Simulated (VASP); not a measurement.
Runs of VASP 6.6.1 on CdPbO2. The structure is that of space group P-3m1 (No. 164), or close to it. The cells are those of the table. 

```tsv
task	level	cell	k mesh	cutoff (eV)	smearing	k mesh for the DOS	occupations for the DOS	gap on the mesh (eV)	pressure (GPa)	relaxed volume (Å³/atom)	largest force (eV/Å)
relaxation of cell and atoms	PBE	relaxed from a = 3.547, b = 3.547, c = 5.497 Å, angles 90.0, 90.0, 120.0°, 4 atoms	6 × 6 × 4	600	gaussian 0.1 eV	-	-	(a)	-0.3	16.08	0.02
relaxation of cell and atoms	PBE	relaxed from a = 3.463, b = 3.463, c = 6.146 Å, angles 90.0, 90.0, 120.0°, 4 atoms	12 × 12 × 6	600	gaussian 0.02 eV	-	-	(b)	0.0	16.02	-
single point	PBE	a = 3.462, b = 3.462, c = 6.153 Å, angles 90.0, 90.0, 120.0°, 4 atoms	12 × 12 × 6	520	gaussian 0.02 eV	-	-	0.26	(c)	-	0.05
single point	PBEsol	a = 3.462, b = 3.462, c = 6.153 Å, angles 90.0, 90.0, 120.0°, 4 atoms	12 × 12 × 6	520	gaussian 0.02 eV	-	-	(d)	-4.7	-	-
single point	PBE	a = 3.463, b = 3.463, c = 6.146 Å, angles 90.0, 90.0, 120.0°, 4 atoms	6 × 6 × 4	520	gaussian 0.1 eV	-	-	0.32	0.5	-	0.05
single point	PBE	a = 3.547, b = 3.547, c = 5.497 Å, angles 90.0, 90.0, 120.0°, 4 atoms	6 × 6 × 4	520	gaussian 0.1 eV	-	-	none	13.5	-	1.60
```

Alike in all rows: potentials or basis VASP PAW PBE potentials, release 64 (Cd, Pb_d, O); no spin polarisation.

Task: Fill in the values left out.

Result: (a) 0.31; (b) 0.25; (c) 0.4; (d) 0.18.

Caveats: spin-orbit coupling is left out, which moves the levels of the heavy elements; the PAW data sets were made with another functional, which shifts forces and pressure a little (some runs); forces of over 1 eV/Å act on the atoms, so gaps and moduli don't describe the material at rest (some runs).

A k mesh can miss the band edges, and the runs leave out spin-orbit coupling on Cd, Pb.

A gap of «none» marks levels without a gap at the run's occupations.
